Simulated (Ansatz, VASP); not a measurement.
One calculation of Bi, two programs

```
CELL_PARAMETERS angstrom
2.23545 1.29063 4.14536
-2.23545 1.29063 4.14536
0.00000 -2.58127 4.14536
ATOMIC_POSITIONS crystal
Bi 0.22754 0.22754 0.22754
Bi 0.77246 0.77246 0.77246
```

Alike in both runs: task relaxation of cell and atoms; functional PBEsol; k mesh 6 × 6 × 6; occupations gaussian, width 0.1 eV; no spin polarisation.

|  | VASP | Ansatz |
| --- | --- | --- |
| version | VASP 6.6.1 | Ansatz 0.2.0 |
| potentials or method | VASP PAW PBE potentials, release 64 (Bi_d), cutoff 600 eV | scalar-relativistic, plane waves, PAW |
| valence electrons in the cell | 30 | 30 |

|  | VASP | Ansatz | Ansatz less VASP |
| --- | --- | --- | --- |
| gap on the k mesh at the Fermi level, each at its own relaxed structure (eV) | none | none | - |
| relaxed volume (Å³/atom) | 34.58 | 34.73 | +0.151 |
| relaxed cell length with the largest relative difference (Å) | 4.708 | 4.714 | +0.0068 |

VASP's potentials were made for PBE, not for PBEsol. A gap of «none» marks a metal or a gap that the smearing closes.

Neither program's run includes spin-orbit coupling.
